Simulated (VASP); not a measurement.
# RbSi2 (P-3m1) in VASP: further runs

The runs below take RbSi2 through single point, with PBEsol, PBE.

All numbers are computed with VASP 6.6.1; they aren't measurements. Logs are shortened: lines on timing, memory, paths and dates and some standing lists are left out, and cuts for length are marked.

## Step 1: The cell of the first run

Symmetry: P-3m1, No. 164, trigonal system. Conventional cell: a = 3.972 Å, b = 3.972 Å, c = 6.047 Å, α = 90.00°, β = 90.00°, γ = 120.00°. Rb (site symmetry -3m) has 12 Si at 3.55 to 4.05 Å and 6 Rb at 3.97 Å within 4.7 Å. Si (site symmetry 3m) has 3 Si at 2.37 Å within 3.1 Å.

## Step 2: Single point, PBEsol

INCAR reads:

```
SYSTEM = RbSi2
PREC     = Accurate       ! precision mode
ENCUT    = 520            ! plane-wave cutoff, eV
EDIFF    = 1E-6           ! SCF threshold, eV
ISMEAR   = 0              ! smearing method
SIGMA    = 0.1            ! smearing width, eV
LREAL    = .False.        ! projectors in reciprocal space
LASPH    = .True.         ! aspherical terms in the spheres
NELM     = 100            ! most SCF steps
ALGO     = Normal         ! electronic algorithm
ISIF     = 2              ! what is computed and relaxed
LWAVE    = .False.        ! write WAVECAR
LCHARG   = .True.         ! write CHGCAR
GGA      = PS             ! functional
LELF     = .True.         ! ELF
LVHAR    = .True.       
NBANDS   = 16             ! bands
```

KPOINTS reads:

```
regular mesh
0
Gamma
  12 12 8
  0 0 0
```

POSCAR reads:

```
RbSi2
1.0
    3.9716658493      0.0000000000      0.0000000000
   -1.9858329247      3.4395635208      0.0000000000
    0.0000000000      0.0000000000      6.0474150687
Rb Si
1 2
Direct
    0.0000000000      0.0000000000      0.0000000000
    0.3333333333      0.6666666667      0.4489264928
    0.6666666667      0.3333333333      0.5510735072
```

Potentials or basis: VASP PAW PBE potentials, release 64 (Rb_sv, Si).

Command:

```sh
$ cat potpaw_PBE.64/Rb_sv/POTCAR potpaw_PBE.64/Si/POTCAR > POTCAR
$ mpirun -np 1 vasp_std > vasp.out
```

OUTCAR:

```text
SYSTEM = RbSi2
   PREC = Accurate
   ENCUT = 520
   EDIFF = 1E-6
   ISMEAR = 0
   LREAL = .False.
   LASPH = .True.
   NELM = 100
   ISIF = 2
   GGA = PS

 ion  position               nearest neighbor table
   1  0.000  0.000  0.000-   2 3.55   3 3.55   2 3.55   3 3.55   3 3.55   2 3.55   3 4.05   2 4.05
                             2 4.05   3 4.05   3 4.05   2 4.05
   2  0.333  0.667  0.449-   3 2.37   3 2.37   3 2.37   1 3.55   1 3.55   1 3.55   1 4.05   1 4.05
                             1 4.05
   3  0.667  0.333  0.551-   2 2.37   2 2.37   2 2.37   1 3.55   1 3.55   1 3.55   1 4.05   1 4.05
                             1 4.05

  LATTYP: Found a hexagonal cell.
 ALAT       =     3.9716658493
 C/A-ratio  =     1.5226394410

  Lattice vectors:

 A1 = (   3.9716658493,   0.0000000000,   0.0000000000)
 A2 = (  -1.9858329247,   3.4395635208,   0.0000000000)
 A3 = (   0.0000000000,   0.0000000000,   6.0474150687)

Analysis of symmetry for initial positions (statically):
=====================================================================
 Subroutine PRICEL returns:
 Original cell was already a primitive cell.

 Routine SETGRP: Setting up the symmetry group for a
 hexagonal supercell.

 Subroutine GETGRP returns: Found 12 space group operations
 (whereof 12 operations were pure point group operations)
 out of a pool of 24 trial point group operations.

The static configuration has the point symmetry D_3d.

Analysis of symmetry for dynamics (positions and initial velocities):
=====================================================================
 Subroutine PRICEL returns:
 Original cell was already a primitive cell.

 Routine SETGRP: Setting up the symmetry group for a
 hexagonal supercell.

 Subroutine GETGRP returns: Found 12 space group operations
 (whereof 12 operations were pure point group operations)
 out of a pool of 24 trial point group operations.

The dynamic configuration has the point symmetry D_3d.

 Subroutine INISYM returns: Found 12 space group operations
 (whereof 12 operations are pure point group operations),
 and found     1 'primitive' translations

----------------------------------------------------------------------------------------

                                     Primitive cell

  volume of cell :      82.6125

  direct lattice vectors                    reciprocal lattice vectors
     3.971665849  0.000000000  0.000000000     0.251783518  0.145367282  0.000000000
    -1.985832925  3.439563521  0.000000000     0.000000000  0.290734564  0.000000000
     0.000000000  0.000000000  6.047415069     0.000000000  0.000000000  0.165359908

  length of vectors
     3.971665849  3.971665849  6.047415069     0.290734564  0.290734564  0.165359908

  position of ions in fractional coordinates (direct lattice)
     0.000000000  0.000000000  0.000000000
     0.333333333  0.666666667  0.448926493
     0.666666667  0.333333333  0.551073507

  ion indices of the primitive-cell ions
   primitive index   ion index
                 1           1
                 2           2
                 3           3

----------------------------------------------------------------------------------------

 KPOINTS: regular mesh

Automatic generation of k-mesh.
 Grid dimensions read from file:
 generate k-points for:   12   12    8

 Generating k-lattice:

  Cartesian coordinates                     Fractional coordinates (reciprocal lattice)
     0.020981960  0.012113940  0.000000000     0.083333333 -0.000000000  0.000000000
     0.000000000  0.024227880  0.000000000     0.000000000  0.083333333  0.000000000
     0.000000000  0.000000000  0.020669989     0.000000000  0.000000000  0.125000000

  Length of vectors
     0.024227880  0.024227880  0.020669989

  Shift w.r.t. Gamma in fractional coordinates (k-lattice)
     0.000000000  0.000000000  0.000000000

 Subroutine IBZKPT returns following result:
 ===========================================

 Found    131 irreducible k-points:

 Following reciprocal coordinates:
            Coordinates               Weight
  0.000000  0.000000  0.000000      1.000000
  0.083333 -0.000000  0.000000      6.000000
  0.166667  0.000000  0.000000      6.000000
  0.250000  0.000000  0.000000      6.000000
  0.333333  0.000000  0.000000      6.000000
  0.416667  0.000000  0.000000      6.000000
[... 16 lines left out ...]
  0.166667  0.000000  0.125000      6.000000
  0.000000  0.166667  0.125000      6.000000
 [... further k-points ...]
   k-points           NKPTS =    131   k-points in BZ     NKDIM =    131   number of bands    NBANDS=     16
   number of dos      NEDOS =    301   number of ions     NIONS =      3
   total plane-waves  NPLWV =  43200
   dimension x,y,z NGX =    30 NGY =   30 NGZ =   48
   dimension x,y,z NGXF=    60 NGYF=   60 NGZF=   96
   ions per type =               1   2
   NGX,Y,Z   is equivalent  to a cutoff of  12.56, 12.56, 13.20 a.u.
   NGXF,Y,Z  is equivalent  to a cutoff of  25.11, 25.11, 26.39 a.u.
 SYSTEM =  RbSi2
   PREC   = accura    normal or accurate (medium, high low for compatibility)
   ISTART =      0    job   : 0-new  1-cont  2-samecut
   ICHARG =      2    charge: 1-file 2-atom 10-const
   ISPIN  =      1    spin polarized calculation?
   LNONCOLLINEAR =      F non collinear calculations
   LSORBIT =      F    spin-orbit coupling
   LASPH  =      T    aspherical Exc in radial PAW
   ENCUT  =  520.0 eV  38.22 Ry    6.18 a.u.   7.38  7.38 11.24*2*pi/ulx,y,z
   NELM   =    100;   NELMIN=  2; NELMDL= -5     # of ELM steps
   EDIFF  = 0.1E-05   stopping-criterion for ELM
   LREAL  =      F    real-space projection
   EDIFFG = 0.1E-04   stopping-criterion for IOM
   NSW    =      0    number of steps for IOM
   IBRION =     -1    ionic relax: 0-MD 1-quasi-New 2-CG
   NFREE  =      0    steps in history (QN), initial steepest desc. (CG)
   ISIF   =      2    stress and relaxation
   ISYM   =      2    0-nonsym 1-usesym 2-fastsym
   POTIM  = 0.5000    time-step for ionic-motion
   TEBEG  =    0.0;   TEEND  =   0.0 temperature during run
   PSTRESS=    0.0 pullay stress
   NELECT =      17.0000    total number of electrons
   NUPDOWN=      -1.0000    fix difference up-down
   EMIN   =  10.00;   EMAX   =-10.00  energy-range for DOS
   EFERMI =   0.00;   METHOD = LEGACY
   ISMEAR =     0;   SIGMA  =   0.10  broadening in eV -4-tet -1-fermi 0-gaus
   EFERMI_NEDOS =   21; number of points for ismear=-14 and -15
   IALGO  =     38    algorithm
   IMIX   =      4    mixing-type and parameters
     AMIX     =   0.40;   BMIX     =  1.00
     AMIX_MAG =   1.60;   BMIX_MAG =  1.00
  volume/ion in A,a.u.               =      27.54       185.83
  Fermi-wavevector in a.u.,A,eV,Ry     =   0.966516  1.826451 12.709934  0.934154
  Thomas-Fermi vector in A             =   2.096324
   LORBIT       =      0    0 simple, 1 ext, 2 COOP (PROOUT), +10 PAW based schemes
   GGA     = PS    functional components
   LHFCALC =     F    Hartree Fock is set to
   AEXX    =    0.0000 exact exchange contribution
   IVDW    =     0    specifies the selected vdW correction
   LEPSILON=     F    determine dielectric tensor
   LRPA    =     F    only Hartree local field effects (RPA)
 non-spin polarized calculation
 Gauss-broadening in eV      SIGMA  =   0.10
  energy-cutoff  :      520.00
  volume of cell :       82.61
 maximum number of plane-waves:      2249
 NGX is ok and might be reduce to    30
   NGX = 15   NGY = 15   NGZ = 23

 number of electron      16.9999999 magnetization

 Free energy of the ion-electron system (eV)
  ---------------------------------------------------
  ext. energy  EPLUGINS =         0.00000000
  ---------------------------------------------------
  free energy    TOTEN  =       -12.38546093 eV

  energy without entropy =      -12.38127507  energy(sigma->0) =      -12.38336800

 E-fermi :   3.7437     XC(G=0):  -8.6964

 val. band max:        3.6972024739   @ k =   0.3333   0.0833   0.3750
 cond. band min:       3.7569081070   @ k =   0.4167   0.0000   0.1250
 fundamental gap:      0.0597056331
 Fermi energy:         3.7437373029

 k-point     1 :       0.0000    0.0000    0.0000
  band No.  band energies     occupation
      1     -24.1158      2.00000
      2      -8.3182      2.00000
      3      -7.9813      2.00000
      4      -7.9813      2.00000
      5      -7.2580      2.00000
      6       0.3298      2.00000
[... 8 lines left out ...]
     15       9.1040      0.00000
     16       9.8398      0.00000

 k-point     2 :       0.0833   -0.0000    0.0000
  band No.  band energies     occupation
      1     -24.1116      2.00000
      2      -8.3065      2.00000
      3      -8.0442      2.00000
      4      -7.9917      2.00000
      5      -7.1649      2.00000
      6       0.3171      2.00000
[... 8 lines left out ...]
     15       9.2416      0.00000
     16       9.6140      0.00000

 k-point     3 :       0.1667    0.0000    0.0000
  band No.  band energies     occupation
      1     -24.1004      2.00000
      2      -8.2746      2.00000
      3      -8.1954      2.00000
      4      -8.0202      2.00000
      5      -6.9092      2.00000
      6       0.0129      2.00000
[... 8 lines left out ...]
     15       9.3298      0.00000
     16       9.4941      0.00000

 k-point     4 :       0.2500    0.0000    0.0000
  band No.  band energies     occupation
      1     -24.0849      2.00000
      2      -8.3778      2.00000
      3      -8.2300      2.00000
      4      -8.0585      2.00000
      5      -6.5148      2.00000
      6      -0.9992      2.00000
[... 8 lines left out ...]
     15       9.2109      0.00000
     16       9.8138      0.00000
[... 324 lines left out ...]
 k-point    22 :       0.0000    0.0833    0.1250
  band No.  band energies     occupation
      1     -24.1116      2.00000
      2      -8.3635      2.00000
      3      -8.0401      2.00000
      4      -7.9916      2.00000
      5      -7.0834      2.00000
      6       0.1585      2.00000
[... 8 lines left out ...]
     15       9.0846      0.00000
     16       9.9518      0.00000

 k-point    23 :       0.1667    0.0000    0.1250
  band No.  band energies     occupation
      1     -24.1003      2.00000
      2      -8.3240      2.00000
      3      -8.1832      2.00000
      4      -8.0200      2.00000
      5      -6.8471      2.00000
      6      -0.0834      2.00000
[... 8 lines left out ...]
     15       8.8730      0.00000
     16       9.3160      0.00000

 k-point    24 :       0.0000    0.1667    0.1250
  band No.  band energies     occupation
      1     -24.1003      2.00000
      2      -8.3215      2.00000
      3      -8.1848      2.00000
      4      -8.0199      2.00000
      5      -6.8498      2.00000
      6      -0.0002      2.00000
[... 8 lines left out ...]
     15       9.1994      0.00000
     16       9.6980      0.00000

 [... further k-points ...]

------------------------ aborting loop because EDIFF is reached ----------------------------------------

  FORCE on cell =-STRESS in cart. coord.  units (eV):
  Direction    XX          YY          ZZ          XY          YZ          ZX
  --------------------------------------------------------------------------------------
  -------------------------------------------------------------------------------------
  Total       -0.7292424     -0.7292424     -0.6779193      0.0000000      0.0000000      0.0000000
  in kB      -14.1428425    -14.1428425    -13.1474870      0.0000000      0.0000000      0.0000000
  external PRESSURE =     -13.8110573 kB  Pullay stress =       0.0000000 kB

 VOLUME and BASIS-vectors are now :
 -----------------------------------------------------------------------------
  energy-cutoff  :      520.00
  volume of cell :       82.61
      direct lattice vectors                 reciprocal lattice vectors
     3.971665849  0.000000000  0.000000000     0.251783518  0.145367282  0.000000000
    -1.985832925  3.439563521  0.000000000     0.000000000  0.290734564  0.000000000
     0.000000000  0.000000000  6.047415069     0.000000000  0.000000000  0.165359908

 POSITION                                       TOTAL-FORCE (eV/Angst)
 -----------------------------------------------------------------------------------
      0.00000      0.00000      0.00000        -0.000000      0.000000      0.000000
     -0.00000      2.29304      2.71484         0.000000      0.000000      0.018944
      1.98583      1.14652      3.33257        -0.000000      0.000000     -0.018944
 -----------------------------------------------------------------------------------
    total drift:                                0.000000     -0.000000     -0.000000

  FREE ENERGIE OF THE ION-ELECTRON SYSTEM (eV)
  ---------------------------------------------------
  free  energy   TOTEN  =       -12.3854609349 eV

  energy  without entropy=      -12.3812750680  energy(sigma->0) =      -12.38336800
```

Wall time 3.2 min (1 thread of Intel Xeon 8259CL, shared host); peak memory 0.31 GiB.

What came out:

| Item | Value |
| --- | --- |
| Free energy | -12.3855 eV |
| Pressure | -1.4 GPa |
| Largest force | 0.019 eV/Å |
| Band gap on the k mesh | zero (an odd number of electrons rules out a gap without spin polarisation) |

Forces on the atoms (eV/Å):
```
Rb   0.000  0.000  0.000
Si   0.000  0.000  0.019
Si   0.000  0.000 -0.019
```

Caveat: the PAW data sets were made with another functional, which shifts forces and pressure a little.

## Step 3: Single point, PBE (28.36 Å³/atom)

This run uses another cell than the first one, of 28.36 Å³/atom.

INCAR reads:

```
SYSTEM = RbSi2
ALGO     = Normal         ! electronic algorithm
EDIFF    = 1E-6           ! SCF threshold, eV
ENCUT    = 520            ! plane-wave cutoff, eV
GGA      = PE             ! functional
ISIF     = 2              ! what is computed and relaxed
ISMEAR   = 0              ! smearing method
LASPH    = .TRUE.         ! aspherical terms in the spheres
LCHARG   = .FALSE.        ! write CHGCAR
LREAL    = .FALSE.        ! projectors in reciprocal space
LWAVE    = .FALSE.        ! write WAVECAR
NBANDS   = 16             ! bands
NELM     = 100            ! most SCF steps
PREC     = Accurate       ! precision mode
SIGMA    = 0.1            ! smearing width, eV
```

KPOINTS reads:

```
k-points
0
G
  12 12 8
  0 0 0
```

POSCAR reads:

```
RbSi2
1.0
    3.9956368787      0.0000000000      0.0000000000
   -1.9978184394      3.4603230412      0.0000000000
    0.0000000000      0.0000000000      6.1543243610
Rb Si
1 2
Direct
    0.0000000000      0.0000000000      0.0000000000
    0.3333333333      0.6666666667      0.4495543760
    0.6666666667      0.3333333333      0.5504456240
```

Potentials or basis: VASP PAW PBE potentials, release 64 (Rb_sv, Si).

Command:

```sh
$ cat potpaw_PBE.64/Rb_sv/POTCAR potpaw_PBE.64/Si/POTCAR > POTCAR
$ mpirun -np 1 vasp_std > vasp.out
```

It took 3.7 min on 1 thread of Intel Xeon 8259CL, shared host; peak memory 0.31 GiB.

It converged, with:

```yaml
Free_energy: -11.5891 eV
Pressure: -1.0 GPa
Largest_force: 0.005 eV/Å
Band_gap_on_the_k_mesh: zero (an odd number of electrons rules out a gap without spin polarisation)
```

Forces on the atoms (eV/Å):
```
Rb   0.000  0.000  0.000
Si   0.000  0.000  0.005
Si   0.000  0.000 -0.005
```

Levels at points of the mesh, in eV from the Fermi level:
| k point | band 6 | band 7 | band 8 | band 9 | band 10 | band 11 |
| --- | --- | --- | --- | --- | --- | --- |
| (0.00, 0.00, 0.00) | -3.46 | -1.40 | -1.40 | -0.55 | 0.83 | 2.48 |
| (0.50, 0.00, 0.00) | -7.28 | -2.68 | -2.29 | -0.12 | 0.37 | 2.06 |
| (0.00, 0.00, 0.50) | -4.36 | -1.37 | -1.37 | 0.80 | 1.81 | 2.23 |
| (0.50, 0.00, 0.50) | -7.13 | -2.75 | -1.85 | -1.04 | 0.68 | 2.84 |

## Step 4: Single point, PBE (29.19 Å³/atom)

This run uses another cell than the first one, of 29.19 Å³/atom.

INCAR reads:

```
PREC     = Accurate       # precision mode
ENCUT    = 520            # plane-wave cutoff, eV
EDIFF    = 1E-7           # SCF threshold, eV
ISMEAR   = 0              # smearing method
SIGMA    = 0.1            # smearing width, eV
LREAL    = False          # projectors in reciprocal space
LASPH    = True           # aspherical terms in the spheres
NELM     = 100            # most SCF steps
ALGO     = Normal         # electronic algorithm
ISIF     = 2              # what is computed and relaxed
LWAVE    = False          # write WAVECAR
LCHARG   = True           # write CHGCAR
GGA      = PE             # functional
LELF     = True           # ELF
LVHAR    = True         
NBANDS   = 16             # bands
```

KPOINTS reads:

```
Automatic mesh
0
Gamma
  12 12 8
```

POSCAR reads:

```
RbSi2
1.0
    4.0195776410      0.0000000000      0.0000000000
   -2.0097888205      3.4810563496      0.0000000000
    0.0000000000      0.0000000000      6.2583551455
Rb Si
1 2
Direct
    0.0000000000      0.0000000000      0.0000000000
    0.3333333333      0.6666666667      0.4500877107
    0.6666666667      0.3333333333      0.5499122893
```

Command:

```sh
$ cat potpaw_PBE.64/Rb_sv/POTCAR potpaw_PBE.64/Si/POTCAR > POTCAR
$ mpirun -np 1 vasp_std > vasp.out
```

It took 4 min on 1 thread of Intel Xeon 8259CL, shared host; peak memory 0.31 GiB.

The run converged. Its results:

* Free energy: -11.5679 eV
* Pressure: -1.8 GPa
* Largest force: 0.006 eV/Å
* Band gap on the k mesh: zero (an odd number of electrons rules out a gap without spin polarisation)

Forces on the atoms (eV/Å):
```
Rb   0.000  0.000  0.000
Si   0.000  0.000  0.006
Si   0.000  0.000 -0.006
```

Levels at points of the mesh, in eV from the Fermi level:
```tsv
k point	band 5	band 6	band 7	band 8	band 9	band 10	band 11	band 12
(0.00, 0.00, 0.00)	-10.82	-3.47	-1.38	-1.38	-0.59	0.73	2.48	2.48
(0.50, 0.00, 0.00)	-8.72	-7.21	-2.65	-2.23	-0.13	0.40	2.00	3.44
(0.00, 0.00, 0.50)	-10.48	-4.31	-1.35	-1.35	0.68	1.70	2.14	2.27
(0.50, 0.00, 0.50)	-8.81	-7.08	-2.70	-1.84	-0.99	0.68	2.78	3.30
```

## Step 5: Overview

| level | cell | gap on the mesh (eV) | pressure (GPa) | largest force (eV/Å) |
| --- | --- | --- | --- | --- |
| PBEsol | a = 3.972, b = 3.972, c = 6.047 Å, angles 90.0, 90.0, 120.0°, 3 atoms | none | -1.4 | 0.02 |
| PBE | a = 3.996, b = 3.996, c = 6.154 Å, angles 90.0, 90.0, 120.0°, 3 atoms | none | -1.0 | 0.01 |
| PBE | a = 4.020, b = 4.020, c = 6.258 Å, angles 90.0, 90.0, 120.0°, 3 atoms | none | -1.8 | 0.01 |

Alike in all rows: task single point; potentials or basis VASP PAW PBE potentials, release 64 (Rb_sv, Si); no spin polarisation; k mesh 12 × 12 × 8; cutoff (eV) 520; smearing gaussian 0.1 eV.

Caveats: the PAW data sets were made with another functional, which shifts forces and pressure a little (at least some runs).

Absolute energies hang on the potentials; compare differences alone.
